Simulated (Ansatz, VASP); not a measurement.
## Two plane-wave programs on I

```
CELL_PARAMETERS angstrom
0.00000 2.28394 2.28394
2.28394 0.00000 2.28394
2.28394 2.28394 0.00000
ATOMIC_POSITIONS crystal
I 0.00000 0.00000 0.00000
```

Change from the starting cell: volume scaled by 0.68, PAW files.

Alike in both runs: task single point; functional PBE; k mesh 14 × 14 × 14; occupations fermi-dirac, width 0.05 eV; no spin polarisation.

|  | VASP | Ansatz |
| --- | --- | --- |
| version | VASP 6.6.1 | Ansatz 0.2.0 |
| potentials or method | VASP PAW PBE potentials, release 64 (I) | PAW with Ansatz's default frozen-core files, scalar-relativistic |
| plane-wave cutoff (eV) | 520 | 420 |
| valence electrons in the cell | 7 | 17 |

```tsv
	VASP	Ansatz	Ansatz less VASP
pressure (GPa)	25.0	25.1	+0.15
```

The functional is the same, so the differences come from potentials, cutoffs and numerics. VASP's potentials hold 7 valence electrons a cell and Ansatz's 17, so a difference there can come from the potentials and not from the codes.

Neither program's run includes spin-orbit coupling.
